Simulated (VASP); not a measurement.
# SnO2 (Pbcn) in VASP: a series of runs

The runs below take SnO2 through single point, with LDA.

All numbers are computed with VASP 6.6.1; they aren't measurements. Logs are shortened: lines on timing, memory, paths and dates and some standing lists are left out, and cuts for length are marked.

## (1) The cell of the first run

The structure is orthorhombic, space group Pbcn (No. 60). Conventional cell: a = 4.619 Å, b = 5.899 Å, c = 5.110 Å, α = 90.00°, β = 90.00°, γ = 90.00°. Sn (site symmetry 2) has 6 O at 2.02 to 2.12 Å within 2.7 Å. O (site symmetry 1) has 3 Sn at 2.02 to 2.12 Å and 12 O at 2.59 to 3.08 Å within 3.1 Å.

## (2) Single point, LDA (11.60 Å³/atom)

The input, INCAR:

```
SYSTEM = SnO2
PREC = Accurate
ENCUT = 520
EDIFF = 1E-6
ISMEAR = 0
SIGMA = 0.05
LREAL = .FALSE.
LASPH = .TRUE.
NELM = 100
ALGO = Normal
ISIF = 2
LWAVE = .FALSE.
LCHARG = .TRUE.
LELF = .TRUE.
LVHAR = .TRUE.
NBANDS = 64
```

The input, KPOINTS:

```
regular mesh
0
G
  6 6 6
  0 0 0
```

The input, POSCAR:

```
SnO2
1.0
    4.6185798960      0.0000000000      0.0000000000
    0.0000000000      5.8992262123      0.0000000000
    0.0000000000      0.0000000000      5.1098488815
Sn O
4 8
Direct
    0.5000000000      0.6673419135      0.7500000000
    0.0000000000      0.8326580865      0.2500000000
    0.5000000000      0.3326580865      0.2500000000
    0.0000000000      0.1673419135      0.7500000000
    0.7309254637      0.6050162923      0.0776916535
    0.2309254637      0.8949837077      0.9223083465
    0.7690745363      0.8949837077      0.5776916535
    0.2690745363      0.6050162923      0.4223083465
    0.7309254637      0.3949837077      0.5776916535
    0.2309254637      0.1050162923      0.4223083465
    0.7690745363      0.1050162923      0.0776916535
    0.2690745363      0.3949837077      0.9223083465
```

Potentials or basis: VASP PAW LDA potentials, release 64 (Sn_d, O).

Run with:

```
$ cat potpaw_LDA.64/Sn_d/POTCAR potpaw_LDA.64/O/POTCAR > POTCAR
$ mpirun -np 1 vasp_std > vasp.out
```

OUTCAR:

```text
SYSTEM = SnO2
   PREC = Accurate
   ENCUT = 520
   EDIFF = 1E-6
   ISMEAR = 0
   LREAL = .FALSE.
   LASPH = .TRUE.
   NELM = 100
   ISIF = 2

 ion  position               nearest neighbor table
   1  0.500  0.667  0.750-   5 2.02   8 2.02   7 2.03   6 2.03   9 2.12  12 2.12   3 3.23   3 3.23
                             2 3.58   2 3.58   2 3.58   2 3.58   4 3.75   4 3.75   4 3.75   4 3.75
   2  0.000  0.833  0.250-   6 2.02   7 2.02   5 2.03   8 2.03  10 2.12  11 2.12   4 3.23   4 3.23
                             1 3.58   1 3.58   1 3.58   1 3.58   3 3.75   3 3.75   3 3.75   3 3.75
   3  0.500  0.333  0.250-   9 2.02  12 2.02  11 2.03  10 2.03   5 2.12   8 2.12   1 3.23   1 3.23
                             4 3.58   4 3.58   4 3.58   4 3.58   2 3.75   2 3.75   2 3.75   2 3.75
   4  0.000  0.167  0.750-  10 2.02  11 2.02   9 2.03  12 2.03   6 2.12   7 2.12   2 3.23   2 3.23
                             3 3.58   3 3.58   3 3.58   3 3.58   1 3.75   1 3.75   1 3.75   1 3.75
   5  0.731  0.605  0.078-   1 2.02   2 2.03   3 2.12
   6  0.231  0.895  0.922-   2 2.02   1 2.03   4 2.12
   7  0.769  0.895  0.578-   2 2.02   1 2.03   4 2.12
   8  0.269  0.605  0.422-   1 2.02   2 2.03   3 2.12
   9  0.731  0.395  0.578-   3 2.02   4 2.03   1 2.12
  10  0.231  0.105  0.422-   4 2.02   3 2.03   2 2.12
  11  0.769  0.105  0.078-   4 2.02   3 2.03   2 2.12
  12  0.269  0.395  0.922-   3 2.02   4 2.03   1 2.12

  LATTYP: Found a simple orthorhombic cell.
 ALAT       =     4.6185798960
 B/A-ratio  =     1.1063679738
 C/A-ratio  =     1.2772814036

  Lattice vectors:

 A1 = (  -4.6185798960,   0.0000000000,   0.0000000000)
 A2 = (   0.0000000000,   0.0000000000,   5.1098488815)
 A3 = (   0.0000000000,   5.8992262123,   0.0000000000)

Analysis of symmetry for initial positions (statically):
=====================================================================
 Subroutine PRICEL returns:
 Original cell was already a primitive cell.

 Routine SETGRP: Setting up the symmetry group for a
 simple orthorhombic supercell.

 Subroutine GETGRP returns: Found  8 space group operations
 (whereof  2 operations were pure point group operations)
 out of a pool of  8 trial point group operations.

The static configuration has the point symmetry S_2 .
 The point group associated with its full space group is D_2h.

Analysis of symmetry for dynamics (positions and initial velocities):
=====================================================================
 Subroutine PRICEL returns:
 Original cell was already a primitive cell.

 Routine SETGRP: Setting up the symmetry group for a
 simple orthorhombic supercell.

 Subroutine GETGRP returns: Found  8 space group operations
 (whereof  2 operations were pure point group operations)
 out of a pool of  8 trial point group operations.

The dynamic configuration has the point symmetry S_2 .
 The point group associated with its full space group is D_2h.

 Subroutine INISYM returns: Found  8 space group operations
 (whereof  2 operations are pure point group operations),
 and found     1 'primitive' translations

----------------------------------------------------------------------------------------

                                     Primitive cell

  volume of cell :     139.2232

  direct lattice vectors                    reciprocal lattice vectors
     4.618579896  0.000000000  0.000000000     0.216516770  0.000000000  0.000000000
     0.000000000  5.899226212  0.000000000     0.000000000  0.169513757  0.000000000
     0.000000000  0.000000000  5.109848881     0.000000000  0.000000000  0.195700504

  length of vectors
     4.618579896  5.899226212  5.109848881     0.216516770  0.169513757  0.195700504

  position of ions in fractional coordinates (direct lattice)
     0.500000000  0.667341914  0.750000000
     0.000000000  0.832658086  0.250000000
     0.500000000  0.332658086  0.250000000
     0.000000000  0.167341914  0.750000000
     0.730925464  0.605016292  0.077691653
     0.230925464  0.894983708  0.922308347
     0.769074536  0.894983708  0.577691653
     0.269074536  0.605016292  0.422308347
     0.730925464  0.394983708  0.577691653
     0.230925464  0.105016292  0.422308347
     0.769074536  0.105016292  0.077691653
     0.269074536  0.394983708  0.922308347

  ion indices of the primitive-cell ions
   primitive index   ion index
                 1           1
                 2           2
                 3           3
                 4           4
                 5           5
                 6           6
                 7           7
                 8           8
                 9           9
                10          10
                11          11
                12          12

----------------------------------------------------------------------------------------

 KPOINTS: regular mesh

Automatic generation of k-mesh.
 Grid dimensions read from file:
 generate k-points for:    6    6    6

 Generating k-lattice:

  Cartesian coordinates                     Fractional coordinates (reciprocal lattice)
     0.036086128  0.000000000  0.000000000     0.166666667  0.000000000  0.000000000
     0.000000000  0.028252293  0.000000000     0.000000000  0.166666667  0.000000000
     0.000000000  0.000000000  0.032616751     0.000000000  0.000000000  0.166666667

  Length of vectors
     0.036086128  0.028252293  0.032616751

  Shift w.r.t. Gamma in fractional coordinates (k-lattice)
     0.000000000  0.000000000  0.000000000

 Subroutine IBZKPT returns following result:
 ===========================================

 Found     64 irreducible k-points:

 Following reciprocal coordinates:
            Coordinates               Weight
  0.000000  0.000000  0.000000      1.000000
  0.166667  0.000000  0.000000      2.000000
  0.333333  0.000000  0.000000      2.000000
  0.500000  0.000000  0.000000      1.000000
  0.000000  0.166667  0.000000      2.000000
  0.166667  0.166667  0.000000      4.000000
[... 16 lines left out ...]
  0.333333  0.166667  0.166667      8.000000
  0.500000  0.166667  0.166667      4.000000
 [... further k-points ...]
   k-points           NKPTS =     64   k-points in BZ     NKDIM =     64   number of bands    NBANDS=     64
   number of dos      NEDOS =    301   number of ions     NIONS =     12
   total plane-waves  NPLWV =  69120
   dimension x,y,z NGX =    36 NGY =   48 NGZ =   40
   dimension x,y,z NGXF=    72 NGYF=   96 NGZF=   80
   ions per type =               4   8
   NGX,Y,Z   is equivalent  to a cutoff of  12.96, 13.53, 13.01 a.u.
   NGXF,Y,Z  is equivalent  to a cutoff of  25.92, 27.05, 26.03 a.u.
 SYSTEM =  SnO2
   PREC   = accura    normal or accurate (medium, high low for compatibility)
   ISTART =      0    job   : 0-new  1-cont  2-samecut
   ICHARG =      2    charge: 1-file 2-atom 10-const
   ISPIN  =      1    spin polarized calculation?
   LNONCOLLINEAR =      F non collinear calculations
   LSORBIT =      F    spin-orbit coupling
   LASPH  =      T    aspherical Exc in radial PAW
   ENCUT  =  520.0 eV  38.22 Ry    6.18 a.u.   8.59 10.97  9.50*2*pi/ulx,y,z
   NELM   =    100;   NELMIN=  2; NELMDL= -5     # of ELM steps
   EDIFF  = 0.1E-05   stopping-criterion for ELM
   LREAL  =      F    real-space projection
   EDIFFG = 0.1E-04   stopping-criterion for IOM
   NSW    =      0    number of steps for IOM
   IBRION =     -1    ionic relax: 0-MD 1-quasi-New 2-CG
   NFREE  =      0    steps in history (QN), initial steepest desc. (CG)
   ISIF   =      2    stress and relaxation
   ISYM   =      2    0-nonsym 1-usesym 2-fastsym
   POTIM  = 0.5000    time-step for ionic-motion
   TEBEG  =    0.0;   TEEND  =   0.0 temperature during run
   PSTRESS=    0.0 pullay stress
   NELECT =     104.0000    total number of electrons
   NUPDOWN=      -1.0000    fix difference up-down
   EMIN   =  10.00;   EMAX   =-10.00  energy-range for DOS
   EFERMI =   0.00;   METHOD = LEGACY
   ISMEAR =     0;   SIGMA  =   0.05  broadening in eV -4-tet -1-fermi 0-gaus
   EFERMI_NEDOS =   21; number of points for ismear=-14 and -15
   IALGO  =     38    algorithm
   IMIX   =      4    mixing-type and parameters
     AMIX     =   0.40;   BMIX     =  1.00
     AMIX_MAG =   1.60;   BMIX_MAG =  1.00
  volume/ion in A,a.u.               =      11.60        78.29
  Fermi-wavevector in a.u.,A,eV,Ry     =   1.485418  2.807033 30.020811  2.206467
  Thomas-Fermi vector in A             =   2.598832
   LORBIT       =      0    0 simple, 1 ext, 2 COOP (PROOUT), +10 PAW based schemes
   GGA     = CA    functional components
   LHFCALC =     F    Hartree Fock is set to
   AEXX    =    0.0000 exact exchange contribution
   IVDW    =     0    specifies the selected vdW correction
   LEPSILON=     F    determine dielectric tensor
   LRPA    =     F    only Hartree local field effects (RPA)
 non-spin polarized calculation
 Gauss-broadening in eV      SIGMA  =   0.05
  energy-cutoff  :      520.00
  volume of cell :      139.22
 maximum number of plane-waves:      3778
 NGX is ok and might be reduce to    36
   NGX = 17   NGY = 21   NGZ = 19

 number of electron     103.9999960 magnetization

 Free energy of the ion-electron system (eV)
  ---------------------------------------------------
  ext. energy  EPLUGINS =         0.00000000
  ---------------------------------------------------
  free energy    TOTEN  =       -84.26223147 eV

  energy without entropy =      -84.26223147  energy(sigma->0) =      -84.26223147

 E-fermi :   6.1377     XC(G=0): -11.9814

 val. band max:        5.8764816949   @ k =   0.1667   0.5000   0.3333
 cond. band min:       7.4386258744   @ k =   0.0000   0.0000   0.0000
 fundamental gap:      1.5621441796
 Fermi energy:         6.1377180447

 k-point     1 :       0.0000    0.0000    0.0000
  band No.  band energies     occupation
      1     -14.7109      2.00000
      2     -14.5023      2.00000
      3     -14.4033      2.00000
      4     -14.2448      2.00000
      5     -14.0533      2.00000
      6     -13.8387      2.00000
[... 56 lines left out ...]
     63      16.9179      0.00000
     64      16.9541      0.00000

 k-point     2 :       0.1667    0.0000    0.0000
  band No.  band energies     occupation
      1     -14.7037      2.00000
      2     -14.4382      2.00000
      3     -14.4020      2.00000
      4     -14.2622      2.00000
      5     -14.1650      2.00000
      6     -13.8415      2.00000
[... 56 lines left out ...]
     63      16.4455      0.00000
     64      17.1896      0.00000

 k-point     3 :       0.3333    0.0000    0.0000
  band No.  band energies     occupation
      1     -14.6530      2.00000
      2     -14.3894      2.00000
      3     -14.3616      2.00000
      4     -14.3062      2.00000
      5     -14.2839      2.00000
      6     -13.9262      2.00000
[... 1396 lines left out ...]
     63      16.4716      0.00000
     64      17.0153      0.00000

 k-point    24 :       0.5000    0.1667    0.1667
  band No.  band energies     occupation
      1     -14.5580      2.00000
      2     -14.5580      2.00000
      3     -14.3124      2.00000
      4     -14.3124      2.00000
      5     -14.0984      2.00000
      6     -14.0984      2.00000
[... 56 lines left out ...]
     63      16.6958      0.00000
     64      16.6985      0.00000

 [... further k-points ...]

------------------------ aborting loop because EDIFF is reached ----------------------------------------

  FORCE on cell =-STRESS in cart. coord.  units (eV):
  Direction    XX          YY          ZZ          XY          YZ          ZX
  --------------------------------------------------------------------------------------
  -------------------------------------------------------------------------------------
  Total        3.3794717     -3.7974873      5.5012205      0.0000000      0.0000000      0.0000000
  in kB       38.8908854    -43.7013991     63.3079229      0.0000000      0.0000000      0.0000000
  external PRESSURE =      19.4991364 kB  Pullay stress =       0.0000000 kB

 VOLUME and BASIS-vectors are now :
 -----------------------------------------------------------------------------
  energy-cutoff  :      520.00
  volume of cell :      139.22
      direct lattice vectors                 reciprocal lattice vectors
     4.618579896  0.000000000  0.000000000     0.216516770  0.000000000  0.000000000
     0.000000000  5.899226212  0.000000000     0.000000000  0.169513757  0.000000000
     0.000000000  0.000000000  5.109848881     0.000000000  0.000000000  0.195700504

 POSITION                                       TOTAL-FORCE (eV/Angst)
 -----------------------------------------------------------------------------------
      2.30929      3.93680      3.83239         0.000000     -0.011456      0.000000
      0.00000      4.91204      1.27746         0.000000      0.011456     -0.000000
      2.30929      1.96243      1.27746         0.000000      0.011456      0.000000
      0.00000      0.98719      3.83239         0.000000     -0.011456      0.000000
      3.37584      3.56913      0.39699         0.221510      0.040014      0.204395
      1.06655      5.27971      4.71286         0.221510     -0.040014     -0.204395
      3.55203      5.27971      2.95192        -0.221510     -0.040014      0.204395
      1.24274      3.56913      2.15793        -0.221510      0.040014     -0.204395
      3.37584      2.33010      2.95192         0.221510     -0.040014      0.204395
      1.06655      0.61951      2.15793         0.221510      0.040014     -0.204395
      3.55203      0.61951      0.39699        -0.221510      0.040014      0.204395
      1.24274      2.33010      4.71286        -0.221510     -0.040014     -0.204395
 -----------------------------------------------------------------------------------
    total drift:                               -0.000000     -0.000000      0.000000

  FREE ENERGIE OF THE ION-ELECTRON SYSTEM (eV)
  ---------------------------------------------------
  free  energy   TOTEN  =       -84.2622314689 eV

  energy  without entropy=      -84.2622314689  energy(sigma->0) =      -84.26223147
```

Wall time 7.6 min (1 thread of Intel Xeon Platinum 8259CL at 2.50GHz (Skylake/Cascade Lake), shared host); peak memory 0.48 GiB.

Results:

```yaml
Free_energy: -84.2622 eV
Pressure: 1.9 GPa
Largest_force: 0.304 eV/Å
Band_gap_on_the_k_mesh: 1.56 eV (least direct gap 1.57 eV)
```

Forces on the atoms (eV/Å):
```
Sn   0.000 -0.011  0.000
Sn   0.000  0.011  0.000
Sn   0.000  0.011  0.000
Sn   0.000 -0.011  0.000
O    0.222  0.040  0.204
O    0.222 -0.040 -0.204
O   -0.222 -0.040  0.204
O   -0.222  0.040 -0.204
O    0.222 -0.040  0.204
O    0.222  0.040 -0.204
O   -0.222  0.040  0.204
O   -0.222 -0.040 -0.204
```

Caveat: spin-orbit coupling is left out, which moves the levels of the heavy elements.

(Part 1 of 2 ends here.)
